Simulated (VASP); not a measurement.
Zn:

```
CELL_PARAMETERS angstrom
2.67000 0.00000 0.00000
-1.33500 2.31229 0.00000
0.00000 0.00000 4.96600
ATOMIC_POSITIONS crystal
Zn 0.33333 0.66667 0.25000
Zn 0.66667 0.33333 0.75000
```

| Quantity | Value |
| --- | --- |
| Program | VASP 6.6.1 |
| Task | relaxation of cell and atoms |
| Functional | PBEsol |
| Potentials or basis | VASP PAW PBE potentials, release 64 (Zn) |
| Cutoff | 600 eV |
| k mesh | 18 × 18 × 8 |
| Occupations | gaussian, width 0.1 eV |
| Spin | no spin polarisation |

At the start: pressure -4.9 GPa; volume 15.33 Å³/atom.

Q: Where does the relaxation end?

A: Over 30 steps the energy falls by 20.3 meV/atom and the volume is 14.29 Å³/atom (-6.8 %); space group P6_3/mmc (No. 194, to 0.05 Å).

Step by step:
```tsv
step	energy change (eV)	largest force (eV/Å)	pressure (GPa)	volume (Å³)
1	0.0000	0.0000	-4.92	30.66
2	-0.0407	0.0000	-0.05	28.62
3	-0.0407	0.0000	-0.18	28.60
4	-0.0407	0.0000	-0.09	28.60
5	-0.0407	0.0000	-0.08	28.60
6	-0.0407	0.0000	-0.06	28.60
7	-0.0407	0.0000	-0.01	28.60
8	-0.0407	0.0000	-0.04	28.60
9	-0.0407	0.0000	-0.01	28.59
10	-0.0407	0.0000	0.06	28.59
11	-0.0407	0.0000	-0.14	28.59
12	-0.0407	0.0000	-0.01	28.59
13	-0.0407	0.0000	-0.05	28.59
14	-0.0407	0.0000	-0.06	28.59
15	-0.0407	0.0000	-0.02	28.59
16	-0.0407	0.0000	-0.01	28.59
17	-0.0407	0.0000	0.03	28.59
18	-0.0407	0.0000	-0.08	28.59
19	-0.0407	0.0000	-0.04	28.59
20	-0.0407	0.0000	0.00	28.59
21	-0.0407	0.0000	0.00	28.59
22	-0.0407	0.0000	0.03	28.59
23	-0.0407	0.0000	-0.02	28.59
24	-0.0407	0.0000	-0.03	28.59
25	-0.0407	0.0000	-0.01	28.59
26	-0.0407	0.0000	-0.04	28.59
27	-0.0407	0.0000	-0.02	28.59
28	-0.0407	0.0000	-0.12	28.59
29	-0.0407	0.0000	-0.02	28.59
30	-0.0407	0.0000	0.00	28.59
```

Final structure:
```
Zn
1.0
     2.59878    0.00000    0.00000
    -1.29939    2.25061    0.00000
     0.00000    0.00000    4.88766
Zn
2
Cartesian
  0.0000 1.5004 1.2219
  1.2994 0.7502 3.6657
```

Caveat: the PAW data sets were made with another functional, which shifts forces and pressure a little.
